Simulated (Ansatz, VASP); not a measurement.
## ZnO: VASP beside Ansatz

```
CELL_PARAMETERS angstrom
0.00000 2.12202 2.12202
2.12202 0.00000 2.12202
2.12202 2.12202 0.00000
ATOMIC_POSITIONS crystal
Zn 0.00000 0.00000 0.00000
O 0.50000 0.50000 0.50000
```

Change from the starting cell: volume scaled by 0.975, PAW files.

Alike in both runs: task electric field gradients; functional PBE; k mesh 10 × 10 × 10; occupations fermi-dirac, width 0.03 eV; no spin polarisation.

|  | VASP | Ansatz |
| --- | --- | --- |
| version | VASP 6.6.1 | Ansatz 0.2.0 |
| potentials or method | VASP PAW PBE potentials, release 64 (Zn, O) | PAW with Ansatz's default frozen-core files, scalar-relativistic |
| plane-wave cutoff (eV) | 520 | 420 |
| valence electrons in the cell | 18 | 18 |

Ansatz gave:

```
pressure (GPa) : 11.4
```

**Question.** Which values does VASP return?

**Answer.** Pressure (GPa): 12.7.
